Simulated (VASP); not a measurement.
Input of a VASP 6.6.1 run:

The input POSCAR:

```
CsCl
1.0
    4.1406758997      0.0000000000      0.0000000000
    0.0000000000      4.1406758997      0.0000000000
    0.0000000000      0.0000000000      4.1406758997
Cs Cl
1 1
Direct
    0.0000000000      0.0000000000      0.0000000000
    0.5000000000      0.5000000000      0.5000000000
```

INCAR.step1

```
PREC     = Accurate       # precision mode
ENCUT    = 400            # plane-wave cutoff, eV
EDIFF    = 1E-5           # SCF threshold, eV
ISMEAR   = 0              # smearing method
SIGMA    = 0.01           # smearing width, eV
LREAL    = F              # projectors in reciprocal space
LASPH    = T              # aspherical terms in the spheres
NELM     = 120            # most SCF steps
ALGO     = Normal         # electronic algorithm
ISIF     = 2              # what is computed and relaxed
LWAVE    = T              # write WAVECAR
LCHARG   = F              # write CHGCAR
NBANDS   = 15             # bands
GGA      = PE             # functional
GGA_COMPAT= F
```

Contents of INCAR.step2:

```
PREC     = Accurate       # precision mode
ENCUT    = 400            # plane-wave cutoff, eV
EDIFF    = 1E-6           # SCF threshold, eV
ISMEAR   = 0              # smearing method
SIGMA    = 0.01           # smearing width, eV
LREAL    = F              # projectors in reciprocal space
LASPH    = T              # aspherical terms in the spheres
NELM     = 120            # most SCF steps
ALGO     = Normal         # electronic algorithm
ISIF     = 2              # what is computed and relaxed
LWAVE    = F              # write WAVECAR
LCHARG   = F              # write CHGCAR
GGA      = PE             # functional
LHFCALC  = T              # exact exchange
AEXX     = 0.5            # exact-exchange fraction
PRECFOCK = Normal       
NBANDS   = 15             # bands
ISTART   = 1            
GGA_COMPAT= F
```

Contents of KPOINTS:

```
Automatic mesh
0
Gamma
  4 4 4
```

Potentials or basis: VASP PAW PBE potentials, release 64 (Cs_sv, Cl).

Command:

```console
$ cat potpaw_PBE.64/Cs_sv/POTCAR potpaw_PBE.64/Cl/POTCAR > POTCAR
$ cp INCAR.step1 INCAR
$ mpirun -np 1 vasp_std > vasp.out
$ cp INCAR.step2 INCAR
$ mpirun -np 1 vasp_std > vasp.out
```

Question: Estimate the pressure.

Answer: -0.2 GPa.

Question: What does it give for the band gap on the k mesh?

Answer: 9.35 eV.

Caveat: the PAW data sets were made with another functional, which shifts forces and pressure a little; spin-orbit coupling is left out, which moves the levels of the heavy elements.
